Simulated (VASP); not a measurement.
A run of VASP 6.6.1 is set up as follows.

Contents of POSCAR:

```
GaN
1.0
    0.0000000000      2.0804610554      2.0804610554
    2.0804610554      0.0000000000      2.0804610554
    2.0804610554      2.0804610554      0.0000000000
Ga N
1 1
Direct
    0.0000000000      0.0000000000      0.0000000000
    0.5000000000      0.5000000000      0.5000000000
```

The input INCAR.step1:

```
SYSTEM = GaN
PREC     = Accurate       ! precision mode
ENCUT    = 520            ! plane-wave cutoff, eV
ISMEAR   = 0              ! smearing method
SIGMA    = 0.01           ! smearing width, eV
LREAL    = .FALSE.        ! projectors in reciprocal space
LASPH    = .TRUE.         ! aspherical terms in the spheres
NELM     = 60             ! most SCF steps
NBANDS   = 16             ! bands
GGA      = PE             ! functional
ALGO     = Normal         ! electronic algorithm
EDIFF    = 1E-4           ! SCF threshold, eV
LWAVE    = .TRUE.         ! write WAVECAR
LCHARG   = .FALSE.        ! write CHGCAR
```

Contents of INCAR.step2:

```
SYSTEM = GaN
PREC     = Accurate       ! precision mode
ENCUT    = 520            ! plane-wave cutoff, eV
EDIFF    = 1E-6           ! SCF threshold, eV
ISMEAR   = 0              ! smearing method
SIGMA    = 0.01           ! smearing width, eV
LREAL    = .FALSE.        ! projectors in reciprocal space
LASPH    = .TRUE.         ! aspherical terms in the spheres
NELM     = 60             ! most SCF steps
ALGO     = Normal         ! electronic algorithm
ISIF     = 2              ! what is computed and relaxed
LWAVE    = .FALSE.        ! write WAVECAR
LCHARG   = .TRUE.         ! write CHGCAR
METAGGA  = R2SCAN         ! meta-GGA
LMIXTAU  = .TRUE.       
LELF     = .TRUE.         ! ELF
LVHAR    = .TRUE.       
NBANDS   = 16             ! bands
ISTART   = 1
```

Contents of KPOINTS:

```
Automatic mesh
0
G
  8 8 8
  0 0 0
```

Potentials or basis: VASP PAW PBE potentials, release 64 (Ga_d, N).

Run with:

```bash
$ cat potpaw_PBE.64/Ga_d/POTCAR potpaw_PBE.64/N/POTCAR > POTCAR
$ cp INCAR.step1 INCAR
$ mpirun -np 1 vasp_std > vasp.out
$ cp INCAR.step2 INCAR
$ mpirun -np 1 vasp_std > vasp.out
```

(1) Predict the band gap on the k mesh.

(2) What does it give for the pressure?

Results:

(1) 1.45 eV, indirect (least direct gap 3.95 eV).

(2) 12.2 GPa.

Caveat: the PAW data sets were made with another functional, which shifts forces and pressure a little.
